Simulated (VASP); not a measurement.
# LiCl (P6_3/mmc) in VASP: further runs, part 2 of 2

VASP 6.6.1. The steps go on from the part before.

## Step 4: Single point, LDA

This run uses another cell than the first one, of 15.27 Å³/atom, 0.916 times its volume.

INCAR reads:

```
SYSTEM = LiCl
PREC     = Accurate       ! precision mode
ENCUT    = 520            ! plane-wave cutoff, eV
EDIFF    = 1E-7           ! SCF threshold, eV
ISMEAR   = -1             ! smearing method
SIGMA    = 0.02           ! smearing width, eV
LREAL    = .FALSE.        ! projectors in reciprocal space
LASPH    = .TRUE.         ! aspherical terms in the spheres
NELM     = 60             ! most SCF steps
ALGO     = Normal         ! electronic algorithm
ISIF     = 2              ! what is computed and relaxed
LWAVE    = .FALSE.        ! write WAVECAR
LCHARG   = .FALSE.        ! write CHGCAR
GGA      = CA             ! functional
NBANDS   = 18             ! bands
```

KPOINTS reads:

```
regular mesh
0
G
  12 12 4
  0 0 0
```

POSCAR reads:

```
LiCl
1.0
    3.4725644933      0.0000000000      0.0000000000
   -1.7362822467      3.0073290675      0.0000000000
    0.0000000000      0.0000000000      5.8484240282
Li Cl
2 2
Direct
    0.0000000000      0.0000000000      0.0000000000
    0.0000000000      0.0000000000      0.5000000000
    0.3333333333      0.6666666667      0.2500000000
    0.6666666667      0.3333333333      0.7500000000
```

Potentials or basis: VASP PAW LDA potentials, release 64 (Li_sv, Cl).

Command:

```sh
$ cat potpaw_LDA.64/Li_sv/POTCAR potpaw_LDA.64/Cl/POTCAR > POTCAR
$ mpirun -np 1 vasp_std > vasp.out
```

OUTCAR:

```text
SYSTEM = LiCl
   PREC = Accurate
   ENCUT = 520
   EDIFF = 1E-7
   ISMEAR = -1
   LREAL = .FALSE.
   LASPH = .TRUE.
   NELM = 60
   ISIF = 2
   GGA = CA

 ion  position               nearest neighbor table
   1  0.000  0.000  0.000-   3 2.48   4 2.48   4 2.48   3 2.48   4 2.48   3 2.48
   2  0.000  0.000  0.500-   3 2.48   4 2.48   4 2.48   3 2.48   4 2.48   3 2.48
   3  0.333  0.667  0.250-   1 2.48   2 2.48   1 2.48   2 2.48   1 2.48   2 2.48
   4  0.667  0.333  0.750-   1 2.48   2 2.48   1 2.48   2 2.48   1 2.48   2 2.48

  LATTYP: Found a hexagonal cell.
 ALAT       =     3.4725644933
 C/A-ratio  =     1.6841801036

  Lattice vectors:

 A1 = (   3.4725644933,   0.0000000000,   0.0000000000)
 A2 = (  -1.7362822467,   3.0073290675,   0.0000000000)
 A3 = (   0.0000000000,   0.0000000000,   5.8484240282)

Analysis of symmetry for initial positions (statically):
=====================================================================
 Subroutine PRICEL returns:
 Original cell was already a primitive cell.

 Routine SETGRP: Setting up the symmetry group for a
 hexagonal supercell.

 Subroutine GETGRP returns: Found 24 space group operations
 (whereof 12 operations were pure point group operations)
 out of a pool of 24 trial point group operations.
[... 173 lines left out ...]
 fundamental gap:      6.5388575134
 Fermi energy:         1.7868856881

 k-point     1 :       0.0000    0.0000    0.0000
  band No.  band energies     occupation
      1     -41.1093      2.00000
      2     -41.0960      2.00000
      3     -12.4563      2.00000
      4     -11.7967      2.00000
      5      -2.0909      2.00000
      6       1.0615      2.00000
[... 481 lines left out ...]
      5      -1.6702      2.00000
      6      -1.1796      2.00000
[... 10 lines left out ...]
     17      13.3795      0.00000
     18      13.7763      0.00000

 [... further k-points ...]

------------------------ aborting loop because EDIFF is reached ----------------------------------------

  FORCE on cell =-STRESS in cart. coord.  units (eV):
  Direction    XX          YY          ZZ          XY          YZ          ZX
  --------------------------------------------------------------------------------------
  -------------------------------------------------------------------------------------
  Total       -0.0313555     -0.0313555     -0.0384636      0.0000000      0.0000000      0.0000000
  in kB       -0.8225349     -0.8225349     -1.0089988      0.0000000      0.0000000      0.0000000
  external PRESSURE =      -0.8846895 kB  Pullay stress =       0.0000000 kB

 VOLUME and BASIS-vectors are now :
 -----------------------------------------------------------------------------
  energy-cutoff  :      520.00
  volume of cell :       61.08
      direct lattice vectors                 reciprocal lattice vectors
     3.472564493  0.000000000  0.000000000     0.287971613  0.166260489  0.000000000
    -1.736282247  3.007329068  0.000000000     0.000000000  0.332520977  0.000000000
     0.000000000  0.000000000  5.848424028     0.000000000  0.000000000  0.170986234

 POSITION                                       TOTAL-FORCE (eV/Angst)
 -----------------------------------------------------------------------------------
      0.00000      0.00000      0.00000         0.000000      0.000000      0.000000
      0.00000      0.00000      2.92421         0.000000      0.000000      0.000000
     -0.00000      2.00489      1.46211         0.000000     -0.000000      0.000000
      1.73628      1.00244      4.38632        -0.000000      0.000000     -0.000000
 -----------------------------------------------------------------------------------
    total drift:                                0.000000     -0.000000     -0.000000

  FREE ENERGIE OF THE ION-ELECTRON SYSTEM (eV)
  ---------------------------------------------------
  free  energy   TOTEN  =       -16.1379340716 eV

  energy  without entropy=      -16.1379340716  energy(sigma->0) =      -16.13793407
```

OSZICAR:

```text
N       E                     dE             d eps       ncg     rms          rms(c)
DAV:   1     0.114146064188E+03    0.11415E+03   -0.85854E+03  2052   0.107E+03
DAV:   2    -0.631244241962E+01   -0.12046E+03   -0.11566E+03  2630   0.227E+02
DAV:   3    -0.161025801085E+02   -0.97901E+01   -0.97399E+01  3708   0.572E+01
DAV:   4    -0.162749323365E+02   -0.17235E+00   -0.17203E+00  2822   0.829E+00
DAV:   5    -0.162808653590E+02   -0.59330E-02   -0.59318E-02  3090   0.137E+00    0.361E+00
DAV:   6    -0.161560069589E+02    0.12486E+00   -0.15890E-01  2550   0.194E+00    0.248E+00
DAV:   7    -0.161384222714E+02    0.17585E-01   -0.64498E-02  3106   0.127E+00    0.102E+00
DAV:   8    -0.161379514365E+02    0.47083E-03   -0.11596E-02  2542   0.632E-01    0.151E-01
DAV:   9    -0.161379391237E+02    0.12313E-04   -0.49833E-04  2826   0.141E-01    0.769E-02
DAV:  10    -0.161379342374E+02    0.48863E-05   -0.65132E-05  2792   0.514E-02    0.109E-02
DAV:  11    -0.161379340264E+02    0.21097E-06   -0.46112E-06  2740   0.146E-02    0.734E-03
DAV:  12    -0.161379341866E+02   -0.16023E-06   -0.11236E-06  3228   0.578E-03    0.848E-03
DAV:  13    -0.161379340725E+02    0.11417E-06   -0.12656E-07  1858   0.293E-03    0.834E-04
DAV:  14    -0.161379340716E+02    0.86288E-09   -0.28287E-08  1312   0.117E-03
   1 F= -.16137934E+02 E0= -.16137934E+02  d E =-.918968E-12
```

stdout:

```text
POSCAR found type information on POSCAR LiCl
 POSCAR found :  2 types and       4 ions
 scaLAPACK will be used
 LDA part: xc-table for (Slater(with rela. corr.)+CA(PZ))
 , standard interpolation
 POSCAR, INCAR and KPOINTS ok, starting setup
 FFT: planning ... GRIDC
 FFT: planning ... GRID_SOFT
 FFT: planning ... GRID
 WAVECAR not read
 entering main loop
```

Run time: 53 s. Hardware: 1 thread of Intel Xeon 6975P-C (Granite Rapids), shared host; peak memory 0.18 GiB.

What came out:

| Item | Value |
| --- | --- |
| Free energy | -16.1379 eV |
| Band gap on the k mesh | 6.54 eV, indirect (least direct gap 6.55 eV) |

Levels at points of the mesh, in eV from the valence-band top:
| k point | band 8 | band 9 | band 10 | band 11 | band 12 | band 13 |
| --- | --- | --- | --- | --- | --- | --- |
| (0.00, 0.00, 0.00) | -0.20 | -0.01 | -0.01 | 6.54 | 6.57 | 10.11 |
| (0.50, 0.00, 0.00) | -1.30 | -0.91 | -0.35 | 6.90 | 7.90 | 8.81 |
| (0.00, 0.00, 0.50) | -0.13 | -0.13 | -0.13 | 7.21 | 7.21 | 10.29 |
| (0.50, 0.00, 0.50) | -1.10 | -0.87 | -0.87 | 7.41 | 7.41 | 8.34 |

Caveat: the cutoff is under 1.25 times the usual one of these potentials, so pressure, stress and relaxed cells hold a basis-set (Pulay) error. A k mesh can miss the band edges.

## Step 5: Single point, PBEsol

This run uses another cell than the first one, of 16.21 Å³/atom, 0.972 times its volume.

INCAR reads:

```
SYSTEM = LiCl
ALGO = Normal
EDIFF = 1E-6
ENCUT = 520
GGA = PS
ISIF = 2
ISMEAR = -1
LASPH = .True.
LCHARG = .False.
LREAL = .False.
LWAVE = .False.
NBANDS = 18
NELM = 100
PREC = Accurate
SIGMA = 0.02
```

KPOINTS reads:

```
k-points
0
Gamma
  12 12 4
  0 0 0
```

POSCAR reads:

```
LiCl
1.0
    3.5396969333      0.0000000000      0.0000000000
   -1.7698484667      3.0654674660      0.0000000000
    0.0000000000      0.0000000000      5.9754363883
Li Cl
2 2
Direct
    0.0000000000      0.0000000000      0.0000000000
    0.0000000000      0.0000000000      0.5000000000
    0.3333333333      0.6666666667      0.2500000000
    0.6666666667      0.3333333333      0.7500000000
```

Potentials or basis: VASP PAW PBE potentials, release 64 (Li_sv, Cl).

Command:

```sh
$ cat potpaw_PBE.64/Li_sv/POTCAR potpaw_PBE.64/Cl/POTCAR > POTCAR
$ mpirun -np 1 vasp_std > vasp.out
```

Run time: 56 s. Hardware: 1 thread of Intel Xeon 6975P-C (Granite Rapids), shared host; peak memory 0.2 GiB.

The run converged. Its results:

| Property | Result |
| --- | --- |
| Free energy | -15.2190 eV |
| Band gap on the k mesh | 6.32 eV, indirect (the least direct gap lies 4.4 meV higher) |

Levels at points of the mesh, in eV from the valence-band top:
```csv
k point,band 7,band 8,band 9,band 10,band 11,band 12,band 13,band 14
"(0.00, 0.00, 0.00)",-0.23,-0.20,0.00,0.00,6.32,6.61,10.23,10.23
"(0.50, 0.00, 0.00)",-2.06,-1.16,-0.83,-0.32,6.98,8.04,8.78,9.45
"(0.00, 0.00, 0.50)",-0.11,-0.11,-0.11,-0.11,7.12,7.12,10.43,10.43
"(0.50, 0.00, 0.50)",-1.00,-1.00,-0.77,-0.77,7.43,7.43,8.50,8.50
```

Caveat: the cutoff is under 1.25 times the usual one of these potentials, so pressure, stress and relaxed cells hold a basis-set (Pulay) error; the PAW data sets were made with another functional, which shifts forces and pressure a little. A k mesh can miss the band edges.

## Step 6: Single point, PBE

INCAR reads:

```
SYSTEM = LiCl
PREC = Accurate
ENCUT = 520
EDIFF = 1E-6
ISMEAR = -1
SIGMA = 0.02
LREAL = .FALSE.
LASPH = .TRUE.
NELM = 80
ALGO = Normal
ISIF = 2
LWAVE = .FALSE.
LCHARG = .TRUE.
GGA = PE
LELF = .TRUE.
LVHAR = .TRUE.
NBANDS = 18
```

KPOINTS reads:

```
regular mesh
0
G
  12 12 4
  0 0 0
```

POSCAR reads:

```
LiCl
1.0
    3.5749486122      0.0000000000      0.0000000000
   -1.7874743061      3.0959963154      0.0000000000
    0.0000000000      0.0000000000      6.0240820410
Li Cl
2 2
Direct
    0.0000000000      0.0000000000      0.0000000000
    0.0000000000      0.0000000000      0.5000000000
    0.3333333333      0.6666666667      0.2500000000
    0.6666666667      0.3333333333      0.7500000000
```

Potentials or basis: VASP PAW PBE potentials, release 64 (Li_sv, Cl).

Command:

```sh
$ cat potpaw_PBE.64/Li_sv/POTCAR potpaw_PBE.64/Cl/POTCAR > POTCAR
$ mpirun -np 1 vasp_std > vasp.out
```

OUTCAR:

```text
SYSTEM = LiCl
   PREC = Accurate
   ENCUT = 520
   EDIFF = 1E-6
   ISMEAR = -1
   LREAL = .FALSE.
   LASPH = .TRUE.
   NELM = 80
   ISIF = 2
   GGA = PE

 ion  position               nearest neighbor table
   1  0.000  0.000  0.000-   3 2.56   4 2.56   4 2.56   3 2.56   4 2.56   3 2.56
   2  0.000  0.000  0.500-   3 2.56   4 2.56   4 2.56   3 2.56   4 2.56   3 2.56
   3  0.333  0.667  0.250-   1 2.56   2 2.56   1 2.56   2 2.56   1 2.56   2 2.56
   4  0.667  0.333  0.750-   1 2.56   2 2.56   1 2.56   2 2.56   1 2.56   2 2.56

  LATTYP: Found a hexagonal cell.
 ALAT       =     3.5749486122
 C/A-ratio  =     1.6850821353

  Lattice vectors:

 A1 = (   3.5749486122,   0.0000000000,   0.0000000000)
 A2 = (  -1.7874743061,   3.0959963154,   0.0000000000)
 A3 = (   0.0000000000,   0.0000000000,   6.0240820410)

Analysis of symmetry for initial positions (statically):
=====================================================================
 Subroutine PRICEL returns:
 Original cell was already a primitive cell.

 Routine SETGRP: Setting up the symmetry group for a
 hexagonal supercell.

 Subroutine GETGRP returns: Found 24 space group operations
 (whereof 12 operations were pure point group operations)
 out of a pool of 24 trial point group operations.
[... 173 lines left out ...]
 fundamental gap:      6.3620454624
 Fermi energy:         1.1513383055

 k-point     1 :       0.0000    0.0000    0.0000
  band No.  band energies     occupation
      1     -42.8630      2.00000
      2     -42.8551      2.00000
      3     -12.7789      2.00000
      4     -12.2529      2.00000
      5      -2.2197      2.00000
      6       0.5016      2.00000
[... 481 lines left out ...]
      5      -1.8300      2.00000
      6      -1.4176      2.00000
[... 10 lines left out ...]
     17      12.4607      0.00000
     18      13.1150      0.00000

 [... further k-points ...]

------------------------ aborting loop because EDIFF is reached ----------------------------------------

  FORCE on cell =-STRESS in cart. coord.  units (eV):
  Direction    XX          YY          ZZ          XY          YZ          ZX
  --------------------------------------------------------------------------------------
  -------------------------------------------------------------------------------------
  Total        0.2604212      0.2604212      0.2724270      0.0000000      0.0000000      0.0000000
  in kB        6.2578591      6.2578591      6.5463561      0.0000000      0.0000000      0.0000000
  external PRESSURE =       6.3540248 kB  Pullay stress =       0.0000000 kB

 VOLUME and BASIS-vectors are now :
 -----------------------------------------------------------------------------
  energy-cutoff  :      520.00
  volume of cell :       66.67
      direct lattice vectors                 reciprocal lattice vectors
     3.574948612  0.000000000  0.000000000     0.279724301  0.161498900  0.000000000
    -1.787474306  3.095996315  0.000000000     0.000000000  0.322997800  0.000000000
     0.000000000  0.000000000  6.024082041     0.000000000  0.000000000  0.166000395

 POSITION                                       TOTAL-FORCE (eV/Angst)
 -----------------------------------------------------------------------------------
      0.00000      0.00000      0.00000         0.000000     -0.000000      0.000000
      0.00000      0.00000      3.01204         0.000000     -0.000000      0.000000
     -0.00000      2.06400      1.50602        -0.000000     -0.000000     -0.000000
      1.78747      1.03200      4.51806         0.000000      0.000000      0.000000
 -----------------------------------------------------------------------------------
    total drift:                                0.000000     -0.000000     -0.000000

  FREE ENERGIE OF THE ION-ELECTRON SYSTEM (eV)
  ---------------------------------------------------
  free  energy   TOTEN  =       -14.7088351291 eV

  energy  without entropy=      -14.7088351291  energy(sigma->0) =      -14.70883513
```

stdout:

```text
POSCAR found type information on POSCAR LiCl
 POSCAR found :  2 types and       4 ions
 scaLAPACK will be used
 LDA part: xc-table for (Slater+PW92), standard interpolation
 POSCAR, INCAR and KPOINTS ok, starting setup
 FFT: planning ... GRIDC
 FFT: planning ... GRID_SOFT
 FFT: planning ... GRID
 WAVECAR not read
 entering main loop
```

Run time: 51 s. Hardware: 1 thread of Intel Xeon 6975P-C (Granite Rapids), shared host; peak memory 0.2 GiB.

Results:

| Property | Result |
| --- | --- |
| Free energy | -14.7088 eV |
| Band gap on the k mesh | 6.36 eV, indirect (the least direct gap lies 4.1 meV higher) |

Caveat: the cutoff is under 1.25 times the usual one of these potentials, so pressure, stress and relaxed cells hold a basis-set (Pulay) error.

## Step 7: Overview

```csv
level,potentials or basis,cell,k mesh,smearing,gap on the mesh (eV)
PBE,"VASP PAW PBE potentials, release 64 (Li_sv, Cl)","a = 3.575, b = 3.575, c = 6.024 Å, angles 90.0, 90.0, 120.0°, 4 atoms",6 × 6 × 2,gaussian 0.01 eV,6.37
LDA,"VASP PAW LDA potentials, release 64 (Li_sv, Cl)","a = 3.473, b = 3.473, c = 5.848 Å, angles 90.0, 90.0, 120.0°, 4 atoms",12 × 12 × 4,fermi-dirac 0.02 eV,6.54
PBEsol,"VASP PAW PBE potentials, release 64 (Li_sv, Cl)","a = 3.540, b = 3.540, c = 5.975 Å, angles 90.0, 90.0, 120.0°, 4 atoms",12 × 12 × 4,fermi-dirac 0.02 eV,6.32
PBE,"VASP PAW PBE potentials, release 64 (Li_sv, Cl)","a = 3.575, b = 3.575, c = 6.024 Å, angles 90.0, 90.0, 120.0°, 4 atoms",12 × 12 × 4,fermi-dirac 0.02 eV,6.36
```

Alike in all rows: task single point; no spin polarisation; cutoff (eV) 520.

Caveats: some runs use coarse meshes; the cutoff is under 1.25 times the usual one of these potentials, so pressure, stress and relaxed cells hold a basis-set (Pulay) error; the PAW data sets were made with another functional, which shifts forces and pressure a little (some runs).

Total energies depend on the potentials used, so only differences within one code and one set of settings carry meaning.
